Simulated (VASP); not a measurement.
The system is Rb2As6Au.

```
Au Rb As
1.0
     0.00000    4.64998    4.64998
     4.64998    0.00000    4.64998
     4.64998    4.64998    0.00000
Au Rb As
1 2 6
Cartesian
  0.0000 0.0000 0.0000
  2.3250 2.3250 2.3250
  6.9750 6.9750 6.9750
  2.3250 4.6500 4.6500
  4.6500 2.3250 4.6500
  6.9750 4.6500 4.6500
  4.6500 6.9750 4.6500
  4.6500 4.6500 2.3250
  4.6500 4.6500 6.9750
```

```yaml
Program: VASP 6.6.1
Task: relaxation of cell and atoms
Functional: PBEsol
Potentials_or_basis: VASP PAW PBE potentials, release 64 (Au, Rb_sv, As)
Cutoff: 600 eV
k_mesh: 6 × 6 × 6
Occupations: gaussian, width 0.1261 eV
Spin: no spin polarisation
```

At the start: pressure 13.3 GPa; volume 22.34 Å³/atom.

Where does the relaxation end?

Over 15 steps the energy falls by 486.9 meV/atom and the volume is 24.03 Å³/atom (+7.6 %); space group Fm-3m (No. 225, to 0.1 Å) before and after.

Step by step:
```
step  energy change (eV)  largest force (eV/Å)  pressure (GPa)  volume (Å³)
   1              0.0000                3.8446           13.32       201.09
   2             -2.1720                0.8309           -7.02       260.13
   3             -2.5364                1.2340           -3.75       239.12
   4             -3.3589                1.1998           -2.77       226.62
   5             -3.7273                0.9119            8.92       191.75
   6             -4.0890                0.8445            0.18       210.97
   7             -4.1879                0.1497            3.99       200.33
   8             -4.2158                0.4417            2.46       203.94
   9             -4.3687                0.0638            1.05       211.90
  10             -4.3704                0.1294            0.95       213.00
  11             -4.3761                0.1089           -0.58       218.12
  12             -4.3820                0.0146            0.04       215.96
  13             -4.3820                0.0172            0.02       216.02
  14             -4.3821                0.0119            0.00       216.16
  15             -4.3821                0.0065           -0.01       216.31
```

Final structure:
```yaml
crystal:
  lattice:
    - [0.00000, 4.76447, 4.76447]
    - [4.76447, 0.00000, 4.76447]
    - [4.76447, 4.76447, 0.00000]
  atoms:
    - { symbol: Au, position: [0.00000, 0.00000, 0.00000] }
    - { symbol: Rb, position: [0.25000, 0.25000, 0.25000] }
    - { symbol: Rb, position: [0.75000, 0.75000, 0.75000] }
    - { symbol: As, position: [0.70665, 0.29335, 0.29335] }
    - { symbol: As, position: [0.29335, 0.70665, 0.29335] }
    - { symbol: As, position: [0.29335, 0.70665, 0.70665] }
    - { symbol: As, position: [0.70665, 0.29335, 0.70665] }
    - { symbol: As, position: [0.29335, 0.29335, 0.70665] }
    - { symbol: As, position: [0.70665, 0.70665, 0.29335] }
```

Caveat: the PAW data sets were made with another functional, which shifts forces and pressure a little; an odd number of electrons without spin polarisation forces a metal; a magnetic or distorted state may lie lower.
